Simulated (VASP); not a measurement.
Input of a VASP 6.6.1 run:

File INCAR:

```
SYSTEM = AlC3
  ALGO = Normal
  EDIFF = 1E-6
  EDIFFG = -0.05
  ENCUT = 600
  GGA = PE
  IBRION = 2
  ISIF = 3
  ISMEAR = -1
  LASPH = .True.
  LCHARG = .False.
  LREAL = .False.
  LWAVE = .False.
  NELM = 80
  NSW = 80
  PREC = Accurate
  PSTRESS = 100.0
  SIGMA = 0.1
```

File KPOINTS:

```
k-points
0
Gamma
  7 7 7
  0 0 0
```

Contents of POSCAR:

```
AlC3
1.0
    3.2079290000      0.0000000000      0.0000000000
    0.0000000000      3.2079290000      0.0000000000
    0.0000000000      0.0000000000      3.2079290000
Al C
1 3
Direct
    0.0000000000      0.0000000000      0.0000000000
    0.0000000000      0.5000000000      0.5000000000
    0.5000000000      0.0000000000      0.5000000000
    0.5000000000      0.5000000000      0.0000000000
```

Potentials or basis: VASP PAW PBE potentials, release 64 (Al, C).

The run is started by

```console
$ cat potpaw_PBE.64/Al/POTCAR potpaw_PBE.64/C/POTCAR > POTCAR
$ mpirun -np 1 vasp_std > vasp.out
```

Estimate the relaxed volume.

7.81 Å³/atom.

Estimate the space group after relaxing (to 0.05 Å).

Pm-3m (No. 221).

Estimate the relaxed cell.

a = 3.149 Å, b = 3.149 Å, c = 3.149 Å, α = 90.00°, β = 90.00°, γ = 90.00°.

The path:
```csv
step,energy change (eV),largest force (eV/Å),pressure (GPa),volume (Å³)
1,0.0000,0.0000,-0.16,33.01
2,0.1024,0.0000,14.52,30.57
3,0.0522,0.0000,10.01,31.23
```

Caveat: the cell is relaxed towards a set pressure, so the enthalpy falls and the energy may rise.
